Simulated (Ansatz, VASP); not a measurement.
## Sb: VASP beside Ansatz

```xyz
1
Lattice="3.0593 0.0000 0.0000 0.0000 3.0593 0.0000 0.0000 0.0000 3.0593" Properties=species:S:1:pos:R:3 pbc="T T T"
Sb    0.0000    0.0000    0.0000
```

Alike in both runs: functional PBEsol; k mesh 10 × 10 × 10; occupations fermi-dirac, width 0.1 eV; no spin polarisation.

Ansatz relaxed the structure, and its values are those at the end. VASP's run is a single point on that final structure, the one shown.

|  | VASP | Ansatz |
| --- | --- | --- |
| version | VASP 6.6.1 | Ansatz 0.2.0 |
| potentials or method | VASP PAW PBE potentials, release 64 (Sb), cutoff 500 eV | plane waves (420 eV) with PAW, scalar-relativistic |
| valence electrons in the cell | 5 | 15 |

VASP gave:

* pressure (GPa): 0.1

Q: Which values does Ansatz return?

A: Pressure (GPa): 0.0.

VASP's potentials were made for PBE, not for PBEsol, and Ansatz warns of the same on its side. The functional is the same, so the differences come from potentials, cutoffs and numerics. VASP's potentials hold 5 valence electrons a cell and Ansatz's 15, so a difference there can come from the potentials and not from the codes.

Spin-orbit coupling is off throughout.
